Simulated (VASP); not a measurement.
# TiO2 (C2/m) in VASP: relaxation of cell and atoms with PBE+D3(BJ)

Aim: the relaxation of cell and atoms of TiO2 with PBE+D3(BJ).

Program: VASP 6.6.1. These are calculated values, not measurements. Logs are shortened: lines on timing, memory, paths and dates and some standing lists are left out, and cuts for length are marked.

**1. The cell of the first run**

Symmetry: C2/m, No. 12, monoclinic system. The conventional cell has a = 8.995 Å, b = 2.988 Å, c = 5.160 Å, α = 90.00°, β = 99.85°, γ = 90.00°. Ti (site symmetry m) has 6 O at 1.86 to 2.11 Å within 2.5 Å. O (site symmetry m) has 3 Ti at 1.86 to 2.06 Å and 3 O at 2.57 to 2.58 Å within 2.6 Å. O (site symmetry m) has 3 Ti at 1.91 to 2.11 Å and 3 O at 2.58 to 2.61 Å within 2.7 Å.

**2. Relaxation of cell and atoms, PBE+D3(BJ)**

Input file INCAR:

```
SYSTEM = TiO2
  PREC = Accurate
  ENCUT = 600
  EDIFF = 1E-7
  ISMEAR = 0
  SIGMA = 0.02
  LREAL = .False.
  LASPH = .True.
  NELM = 80
  ALGO = Normal
  ISIF = 3
  LWAVE = .False.
  LCHARG = .False.
  GGA = PE
  IVDW = 12
  IBRION = 2
  NSW = 100
  EDIFFG = -0.01
```

Input file KPOINTS:

```
regular mesh
0
Gamma
  8 8 6
  0 0 0
```

Input file POSCAR:

```
TiO2
1.0
    4.4976516119     -1.4939156188      0.0000000000
    4.4976516119      1.4939156188      0.0000000000
   -0.8826905832      0.0000000000      5.0841280939
Ti O
2 4
Direct
    0.2734349950      0.2734349950      0.2622832458
    0.7265650050      0.7265650050      0.7377167542
    0.6430626077      0.6430626077      0.3816225654
    0.1390838937      0.1390838937      0.8855498415
    0.3569373923      0.3569373923      0.6183774346
    0.8609161063      0.8609161063      0.1144501585
```

Potentials or basis: VASP PAW PBE potentials, release 64 (Ti_sv, O).

Started as:

```console
cat potpaw_PBE.64/Ti_sv/POTCAR potpaw_PBE.64/O/POTCAR > POTCAR
mpirun -np 1 vasp_std > vasp.out
```

OUTCAR:

```text
SYSTEM = TiO2
   PREC = Accurate
   ENCUT = 600
   EDIFF = 1E-7
   ISMEAR = 0
   LREAL = .False.
   LASPH = .True.
   NELM = 80
   ISIF = 3
   GGA = PE
   IVDW = 12
   IBRION = 2
   NSW = 100
   EDIFFG = -0.01
 IVDW          = 12

 ion  position               nearest neighbor table
   1  0.273  0.273  0.262-   5 1.86   6 1.91   6 1.91   3 2.06   3 2.06   4 2.11
   2  0.727  0.727  0.738-   3 1.86   4 1.91   4 1.91   5 2.06   5 2.06   6 2.11
   3  0.643  0.643  0.382-   2 1.86   1 2.06   1 2.06
   4  0.139  0.139  0.886-   2 1.91   2 1.91   1 2.11
   5  0.357  0.357  0.618-   1 1.86   2 2.06   2 2.06
   6  0.861  0.861  0.114-   1 1.91   1 1.91   2 2.11

  LATTYP: Found a base centered monoclinic cell.
 ALAT       =     8.9953032238
 B/A-ratio  =     0.3321545882
 C/A-ratio  =     0.5736531707
 COS(beta)  =    -0.1710579596

  Lattice vectors:

 A1 = (   4.4976516119,  -1.4939156188,   0.0000000000)
 A2 = (   4.4976516119,   1.4939156188,   0.0000000000)
 A3 = (  -0.8826905832,   0.0000000000,   5.0841280939)

Analysis of symmetry for initial positions (statically):
=====================================================================
 Subroutine PRICEL returns:
 Original cell was already a primitive cell.

 Routine SETGRP: Setting up the symmetry group for a
 base centered monoclinic supercell.

 Subroutine GETGRP returns: Found  4 space group operations
 (whereof  4 operations were pure point group operations)
 out of a pool of  4 trial point group operations.

The static configuration has the point symmetry C_2h.

Analysis of symmetry for dynamics (positions and initial velocities):
=====================================================================
 Subroutine PRICEL returns:
 Original cell was already a primitive cell.

 Routine SETGRP: Setting up the symmetry group for a
 base centered monoclinic supercell.

 Subroutine GETGRP returns: Found  4 space group operations
 (whereof  4 operations were pure point group operations)
 out of a pool of  4 trial point group operations.

The dynamic configuration has the point symmetry C_2h.

 Subroutine INISYM returns: Found  4 space group operations
 (whereof  4 operations are pure point group operations),
 and found     1 'primitive' translations

----------------------------------------------------------------------------------------

                                     Primitive cell

  volume of cell :      68.3217

  direct lattice vectors                    reciprocal lattice vectors
     4.497651612 -1.493915619  0.000000000     0.111169126 -0.334690925  0.019300840
     4.497651612  1.493915619  0.000000000     0.111169126  0.334690925  0.019300840
[... 93 lines left out ...]
   EDIFF  = 0.1E-06   stopping-criterion for ELM
   LREAL  =      F    real-space projection
   EDIFFG = -.1E-01   stopping-criterion for IOM
   NSW    =    100    number of steps for IOM
   IBRION =      2    ionic relax: 0-MD 1-quasi-New 2-CG
   NFREE  =      1    steps in history (QN), initial steepest desc. (CG)
   ISIF   =      3    stress and relaxation
   ISYM   =      2    0-nonsym 1-usesym 2-fastsym
   POTIM  = 0.5000    time-step for ionic-motion
   TEBEG  =    0.0;   TEEND  =   0.0 temperature during run
   PSTRESS=    0.0 pullay stress
   NELECT =      48.0000    total number of electrons
   NUPDOWN=      -1.0000    fix difference up-down
   EMIN   =  10.00;   EMAX   =-10.00  energy-range for DOS
   EFERMI =   0.00;   METHOD = LEGACY
   ISMEAR =     0;   SIGMA  =   0.02  broadening in eV -4-tet -1-fermi 0-gaus
   EFERMI_NEDOS =   21; number of points for ismear=-14 and -15
   IALGO  =     38    algorithm
   IMIX   =      4    mixing-type and parameters
     AMIX     =   0.40;   BMIX     =  1.00
     AMIX_MAG =   1.60;   BMIX_MAG =  1.00
  volume/ion in A,a.u.               =      11.39        76.84
  Fermi-wavevector in a.u.,A,eV,Ry     =   1.455356  2.750223 28.817955  2.118060
  Thomas-Fermi vector in A             =   2.572400
   LORBIT       =      0    0 simple, 1 ext, 2 COOP (PROOUT), +10 PAW based schemes
   GGA     = PE    functional components
   LHFCALC =     F    Hartree Fock is set to
   AEXX    =    0.0000 exact exchange contribution
   IVDW    =    12    specifies the selected vdW correction
   LEPSILON=     F    determine dielectric tensor
   LRPA    =     F    only Hartree local field effects (RPA)
 conjugate gradient relaxation of ions
 non-spin polarized calculation
 Gauss-broadening in eV      SIGMA  =   0.02
  energy-cutoff  :      600.00
  volume of cell :       68.32
 maximum number of plane-waves:      2300
 NGX is ok and might be reduce to    40
   NGX = 19   NGY = 19   NGZ = 21

--------------------------------------- Ionic step        1  -------------------------------------------

 number of electron      48.0000004 magnetization

 Free energy of the ion-electron system (eV)
  ---------------------------------------------------
  ext. energy  EPLUGINS =         0.00000000
  ---------------------------------------------------
  free energy    TOTEN  =       -52.93633082 eV

  energy without entropy =      -52.93633082  energy(sigma->0) =      -52.93633082

------------------------ aborting loop because EDIFF is reached ----------------------------------------

 Edisp (eV)   -1.33099

 E8    (eV) :    -0.5229
[... 117 lines left out ...]
  FREE ENERGIE OF THE ION-ELECTRON SYSTEM (eV)
  ---------------------------------------------------
  free  energy   TOTEN  =       -54.2678688676 eV

  energy  without entropy=      -54.2678688676  energy(sigma->0) =      -54.26786887

[... ionic steps 4 to 13 ...]

--------------------------------------- Ionic step       14  -------------------------------------------

 number of electron      48.0000004 magnetization

------------------------ aborting loop because EDIFF is reached ----------------------------------------
[... 83 lines left out ...]
--------------------------------------- Ionic step       16  -------------------------------------------

 number of electron      48.0000004 magnetization

 Free energy of the ion-electron system (eV)
  ---------------------------------------------------
  ext. energy  EPLUGINS =         0.00000000
  ---------------------------------------------------
  free energy    TOTEN  =       -52.92634710 eV

  energy without entropy =      -52.92634710  energy(sigma->0) =      -52.92634710

 E-fermi :   3.4966     XC(G=0): -10.8024

 val. band max:        3.3726590928   @ k =  -0.1250  -0.0000   0.3333
 cond. band min:       6.0337959445   @ k =   0.0000   0.0000   0.0000
 fundamental gap:      2.6611368516
 Fermi energy:         3.4965964404

 k-point     1 :       0.0000    0.0000    0.0000
  band No.  band energies     occupation
      1     -53.0104      2.00000
      2     -52.9444      2.00000
      3     -29.5756      2.00000
      4     -29.2715      2.00000
      5     -29.1625      2.00000
      6     -29.1258      2.00000
[... 733 lines left out ...]
     27       6.9005      0.00000
     28       7.1669      0.00000

 [... further k-points ...]

------------------------ aborting loop because EDIFF is reached ----------------------------------------

 Edisp (eV)   -1.34258

 E8    (eV) :    -0.5278
[... 29 lines left out ...]
  FREE ENERGIE OF THE ION-ELECTRON SYSTEM (eV)
  ---------------------------------------------------
  free  energy   TOTEN  =       -54.2689224713 eV

  energy  without entropy=      -54.2689224713  energy(sigma->0) =      -54.26892247

 reached required accuracy - stopping structural energy minimisation
```

It took 1.6 h on 1 thread of Intel Xeon 8259CL, shared host; peak memory 0.42 GiB.

Results:

```
Free energy                           : -54.2689 eV
Relaxed volume                        : 11.31 Å³/atom
Relaxed cell                          : a = 4.704 Å, b = 4.704 Å, c = 5.167 Å, α = 99.69°, β = 99.69°, γ = 37.09°
Space group after relaxing (to 0.1 Å) : C2/m (No. 12)
Energy gained by relaxing             : 0.3 meV/atom
Ionic steps                           : 16
Pressure after relaxing               : 0.0 GPa
Largest force after relaxing          : 0.007 eV/Å
Band gap on the k mesh                : 2.66 eV (least direct gap 2.68 eV)
Dispersion energy per atom            : -0.224 eV
```

Forces in eV/Å, atoms in the order of the input:
```
Ti   0.003  0.000  0.006
Ti  -0.003  0.000 -0.006
O   -0.003  0.000 -0.005
O   -0.004  0.000 -0.004
O    0.003  0.000  0.005
O    0.004  0.000  0.004
```

The path:
```
step  energy change (eV)  largest force (eV/Å)  pressure (GPa)  volume (Å³)
   1              0.0000                0.0777            0.53        68.32
   2              0.0007                0.0896           -1.21        68.70
   3             -0.0005                0.0153           -0.17        68.47
   4             -0.0008                0.0141           -0.15        68.40
   5             -0.0011                0.0363           -0.09        68.18
   6             -0.0012                0.0270           -0.02        68.10
   7             -0.0012                0.0393            0.01        68.07
   8             -0.0014                0.0340            0.01        68.00
   9             -0.0014                0.0295            0.02        67.93
  10             -0.0014                0.0226            0.03        67.80
  11             -0.0015                0.0246            0.04        67.85
  12             -0.0015                0.0244           -0.01        67.84
  13             -0.0015                0.0252           -0.01        67.84
  14             -0.0016                0.0101           -0.01        67.84
  15             -0.0016                0.0111            0.00        67.83
  16             -0.0016                0.0068           -0.01        67.83
```

Final structure:
```xyz
6
Lattice="4.4594 -1.4958 -0.0183 4.4594 1.4958 -0.0183 -0.8959 0.0000 5.0882" Properties=species:S:1:pos:R:3 pbc="T T T"
Ti    2.2018    0.0000    1.3234
Ti    5.8210    0.0000    3.7282
O     5.3858    0.0000    1.9110
O     0.4392    0.0000    4.4973
O     2.6371    0.0000    3.1406
O     7.5836    0.0000    0.5542
```

A k mesh can miss the band edges.
